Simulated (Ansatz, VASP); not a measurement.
## One calculation of Ti2B3, two programs

```xyz
5
Lattice="4.5056 0.0000 0.0000 0.0000 4.5056 0.0000 0.0000 0.0000 3.0711" Properties=species:S:1:pos:R:3 pbc="T T T"
Ti    0.0000    2.2528    0.0000
Ti    2.2528    0.0000    0.0000
B     2.2528    2.2528    2.3101
B     2.2528    2.2528    0.7610
B     0.0000    0.0000    0.0000
```

Alike in both runs: functional PBE; k mesh 4 × 4 × 6; occupations gaussian, width 0.1 eV; no spin polarisation.

Ansatz relaxed the structure, and its values are those at the end. VASP's run is a single point on that final structure, the one shown.

```csv
,VASP,Ansatz
version,VASP 6.6.1,Ansatz 0.2.0
potentials or method,"VASP PAW PBE potentials, release 64 (Ti_sv, B), cutoff 520 eV","scalar-relativistic, plane waves, PAW"
valence electrons in the cell,33,33
```

|  | VASP | Ansatz | Ansatz less VASP |
| --- | --- | --- | --- |
| gap on the k mesh at the Fermi level (eV) | none | none | - |
| pressure (GPa) | 0.1 | 0.1 | -0.04 |
| rms of the force components (eV/Å) | 0.002 | 0.007 | +0.0058 |

A gap of «none» marks a metal or a gap that the smearing closes. With one functional, cell and mesh, what is left measures potentials, basis and numerics.
